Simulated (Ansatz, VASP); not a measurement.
## CO2: VASP beside Ansatz

```
CELL_PARAMETERS angstrom
4.35653 0.00000 0.00000
0.00000 4.35653 0.00000
0.00000 0.00000 9.27870
ATOMIC_POSITIONS crystal
C 0.00000 0.00000 0.75000
C 0.00000 0.00000 0.25000
C 0.50000 0.50000 0.50000
C 0.50000 0.50000 0.00000
O 0.68834 0.31166 0.50000
O 0.31166 0.68834 0.00000
O 0.81166 0.81166 0.25000
O 0.18834 0.18834 0.75000
O 0.68834 0.31166 0.00000
O 0.31166 0.68834 0.50000
O 0.81166 0.81166 0.75000
O 0.18834 0.18834 0.25000
```

Alike in both runs: functional r2SCAN; k mesh 4 × 4 × 4; occupations gaussian, width 0.02 eV; no spin polarisation.

Ansatz relaxed the structure, and its values are those at the end. VASP's run is a single point on that final structure, the one shown.

```csv
,VASP,Ansatz
version,VASP 6.6.1,Ansatz 0.2.0
potentials or method,"VASP PAW PBE potentials, release 64 (C, O), cutoff 520 eV","scalar-relativistic, plane waves, PAW"
valence electrons in the cell,64,64
```

```csv
,VASP,Ansatz,Ansatz less VASP
gap on the k mesh at the Fermi level (eV),7.27,7.29,+0.022
least direct gap on the mesh (eV),7.64,7.66,+0.022
pressure (GPa),1.9,0.0,-1.87
rms of the force components (eV/Å),0.369,0.002,-0.3668
```

VASP's potentials were made for PBE, not for r2SCAN. With one functional, cell and mesh, what is left measures potentials, basis and numerics. Ansatz's warnings: structure snapped to symmetry.

Noted on VASP's run: the standard files for N, O and F lose accuracy on very short bonds.
